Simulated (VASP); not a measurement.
Write the native input for VASP 6.6.1 that does the following.

```
Task                   : single point
Functional             : r2SCAN
Potentials or basis    : VASP PAW PBE potentials, release 64 (S, Na_pv)
Cutoff                 : 550 eV
k mesh                 : 6 × 6 × 6
Occupations            : gaussian, width 0.01 eV
Spin                   : no spin polarisation
Dipole correction      : no
Further INCAR settings : ALGO = Normal; EDIFF = 1e-06; NBANDS = 17
```

Na2S:

```xyz
3
Lattice="0.0000 3.3193 3.3193 3.3193 0.0000 3.3193 3.3193 3.3193 0.0000" Properties=species:S:1:pos:R:3 pbc="T T T"
S     0.0000    0.0000    0.0000
Na    1.6596    1.6596    1.6596
Na    4.9789    4.9789    4.9789
```

This cell differs from its parent crystal: volume changed by +6%.

These files were run (other wordings do the same):

POSCAR

```
Na2S
1.0
    0.0000000000      3.3192806801      3.3192806801
    3.3192806801      0.0000000000      3.3192806801
    3.3192806801      3.3192806801      0.0000000000
S Na
1 2
Direct
    0.0000000000      0.0000000000      0.0000000000
    0.2500000000      0.2500000000      0.2500000000
    0.7500000000      0.7500000000      0.7500000000
```

INCAR.step1

```
SYSTEM = Na2S
ALGO = Normal ; EDIFF = 1E-5
ENCUT = 550 ; GGA = PE
GGA_COMPAT = .FALSE. ; ISMEAR = 0
LASPH = .TRUE. ; LCHARG = .FALSE.
LREAL = .FALSE. ; LWAVE = .TRUE.
NBANDS = 17 ; NELM = 120
PREC = Accurate ; SIGMA = 0.01
```

INCAR.step2

```
SYSTEM = Na2S
ALGO = Normal ; EDIFF = 1E-6
ENCUT = 550 ; GGA_COMPAT = .FALSE.
ISIF = 2 ; ISMEAR = 0
ISTART = 1 ; LASPH = .TRUE.
LCHARG = .FALSE. ; LMIXTAU = .TRUE.
LREAL = .FALSE. ; LWAVE = .FALSE.
METAGGA = R2SCAN ; NBANDS = 17
NELM = 120 ; PREC = Accurate
SIGMA = 0.01
```

KPOINTS

```
k-points
0
G
  6 6 6
  0 0 0
```

Potentials or basis: VASP PAW PBE potentials, release 64 (S, Na_pv).

Run with:

```console
$ cat potpaw_PBE.64/S/POTCAR potpaw_PBE.64/Na_pv/POTCAR > POTCAR
$ cp INCAR.step1 INCAR
$ mpirun -np 1 vasp_std > vasp.out
$ cp INCAR.step2 INCAR
$ mpirun -np 1 vasp_std > vasp.out
```

It gave:

```
Pressure               : -1.7 GPa
Band gap on the k mesh : 2.91 eV, direct
```

Caveat: the PAW data sets were made with another functional, which shifts forces and pressure a little.

Wall time 35 s on 1 thread of Intel(R) Xeon(R) 6975P-C (Granite Rapids), on a shared host, peak memory 0.2 GiB.
